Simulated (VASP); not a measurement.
## Hf: single point with PBEsol

Crystal: Hf.

```
CELL_PARAMETERS angstrom
-1.77792 1.77792 1.83207
1.77792 -1.77792 1.83207
1.77792 1.77792 -1.83207
ATOMIC_POSITIONS crystal
Hf 0.00000 0.00000 0.00000
```

This cell differs from its parent crystal: strain -0.015 along x and y, +0.015 along z.

```
Program             : VASP 6.6.1
Task                : single point
Functional          : PBEsol
Potentials or basis : VASP PAW PBE potentials, release 64 (Hf_pv)
Cutoff              : 520 eV
k mesh              : 18 × 18 × 18
Occupations         : gaussian, width 0.15 eV
Spin                : no spin polarisation
```

```
Pressure               : -8.1 GPa
Band gap on the k mesh : zero (bands 5 and 6 overlap by 2.08 eV)
```

Stress tensor (GPa, compression positive):
```
-8.53  0.00  0.00
 0.00 -8.53  0.00
 0.00  0.00 -7.26
```

Levels at points of the mesh, in eV from the Fermi level:
```
           k point  band 1  band 2  band 3  band 4  band 5  band 6  band 7  band 8  band 9  band 10
(0.00, 0.00, 0.00)  -29.92  -29.92  -29.92   -6.93    1.38    1.38    1.69    3.95    4.38    12.86
(0.50, 0.00, 0.00)  -30.66  -30.16  -29.92   -3.30   -0.34    0.91    3.79    4.92    7.27     9.64
(0.50, 0.50, 0.00)  -30.65  -30.17  -29.94   -3.25   -0.67    1.08    4.25    5.09    7.35     9.76
(0.50, 0.50, 0.50)  -30.47  -30.42  -30.42   -2.47   -2.38    6.45    6.50    6.55    6.55     7.18
```

Wall time 2.6 min on 1 thread of Intel Xeon 8259CL (shared host), peak memory 0.24 GiB.

Caveat: the cell differs from its parent crystal (strain -0.015 along x and y, +0.015 along z); the cell stands under tension; the PAW data sets were made with another functional, which shifts forces and pressure a little; spin-orbit coupling is left out, which moves the levels of the heavy elements.
